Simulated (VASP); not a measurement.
Input of a VASP 6.6.1 run:

Contents of INCAR:

```
SYSTEM = Ge
ALGO = Normal ; EDIFF = 1E-8
ENCUT = 520 ; GGA = PS
ISIF = 2 ; ISMEAR = -1
LASPH = .TRUE. ; LCHARG = .FALSE.
LEFG = .TRUE. ; LREAL = .FALSE.
LWAVE = .FALSE. ; NBANDS = 21
NELM = 80 ; PREC = Accurate
SIGMA = 0.05
```

The input KPOINTS:

```
k-points
0
G
  11 11 11
  0 0 0
```

File POSCAR:

```
Ge
1.0
    0.0000000000      2.8374271074      2.8374271074
    2.8374271074      0.0000000000      2.8374271074
    2.8374271074      2.8374271074      0.0000000000
Ge
2
Direct
    0.0000000000      0.0000000000      0.0000000000
    0.2500000000      0.2500000000      0.2500000000
```

Potentials or basis: VASP PAW PBE potentials, release 64 (Ge_d).

The run is started by

```console
$ cat potpaw_PBE.64/Ge_d/POTCAR > POTCAR
$ mpirun -np 1 vasp_std > vasp.out
```

Estimate the pressure.

0.0 GPa.

Estimate the band gap on the k mesh.

zero (filled and empty bands touch).

Caveat: without QUAD_EFG the Cq values of the log hold for a quadrupole moment of 1 mb, not for the nuclei; the PAW data sets were made with another functional, which shifts forces and pressure a little.
